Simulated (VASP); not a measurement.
The system is Bi.

```
Bi
1.0
     2.26750    1.30914    3.93800
    -2.26750    1.30914    3.93800
     0.00000   -2.61828    3.93800
Bi
2
Direct
  0.23400 0.23400 0.23400
  0.76600 0.76600 0.76600
```

```yaml
Program: VASP 6.6.1
Task: relaxation of volume and atoms at fixed shape
Functional: LDA
Potentials_or_basis: VASP PAW LDA potentials, release 64 (Bi_d)
Cutoff: 600 eV
k_mesh: 6 × 6 × 6
Occupations: gaussian, width 0.1 eV
Spin: no spin polarisation
```

At the start: pressure -1.4 GPa; volume 35.07 Å³/atom.

**Question.** Where does the relaxation end?

**Answer.** Over 14 steps the energy falls by 5.2 meV/atom and the volume is 33.90 Å³/atom (-3.3 %); space group R-3m (No. 166, to 0.05 Å).

Step by step:
```csv
step,energy change (eV),largest force (eV/Å),pressure (GPa),volume (Å³)
1,0.0000,0.0126,-1.40,70.14
2,-0.0052,0.1961,0.95,67.07
3,-0.0086,0.1128,-0.03,68.22
4,-0.0086,0.1165,-0.02,68.18
5,-0.0085,0.1292,0.16,68.01
6,-0.0086,0.1183,0.05,68.15
7,-0.0096,0.0781,0.09,67.99
8,-0.0101,0.0416,0.11,67.84
9,-0.0101,0.0277,0.16,67.54
10,-0.0103,0.0144,0.07,67.71
11,-0.0103,0.0020,0.05,67.67
12,-0.0103,0.0077,0.11,67.68
13,-0.0103,0.0174,-0.12,67.98
14,-0.0104,0.0002,-0.01,67.79
```

Final structure:
```
CELL_PARAMETERS angstrom
2.24195 1.29439 3.89362
-2.24195 1.29439 3.89362
0.00000 -2.58878 3.89362
ATOMIC_POSITIONS crystal
Bi 0.23530 0.23530 0.23530
Bi 0.76470 0.76470 0.76470
```
